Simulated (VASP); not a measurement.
The system is Os.

```
CELL_PARAMETERS angstrom
0.00000 1.91000 1.91000
1.91000 0.00000 1.91000
1.91000 1.91000 0.00000
ATOMIC_POSITIONS crystal
Os 0.00000 0.00000 0.00000
```

This isn't the form of Os at room conditions, which is hcp.

```yaml
Program: VASP 6.6.1
Task: relaxation of cell and atoms
Functional: LDA
Potentials_or_basis: VASP PAW LDA potentials, release 64 (Os)
Cutoff: 600 eV
k_mesh: 11 × 11 × 11
Occupations: fermi-dirac, width 0.05 eV
Spin: no spin polarisation
```

At the start: pressure -4.5 GPa; volume 13.94 Å³/atom.

Question: Where does the relaxation end?

Answer: Over 3 steps the energy falls by 2.0 meV/atom and the volume is 13.80 Å³/atom (-1.0 %); space group Fm-3m (No. 225, to 0.1 Å) before and after.

The path:
| step | energy change (eV) | largest force (eV/Å) | pressure (GPa) | volume (Å³) |
| --- | --- | --- | --- | --- |
| 1 | 0.0000 | 0.0000 | -4.49 | 13.94 |
| 2 | 0.0422 | 0.0000 | 23.48 | 13.16 |
| 3 | -0.0020 | 0.0000 | -0.10 | 13.80 |

Final structure:
```
Os
1.0
     0.00000    1.90362    1.90362
     1.90362    0.00000    1.90362
     1.90362    1.90362    0.00000
Os
1
Direct
  0.00000 0.00000 0.00000
```
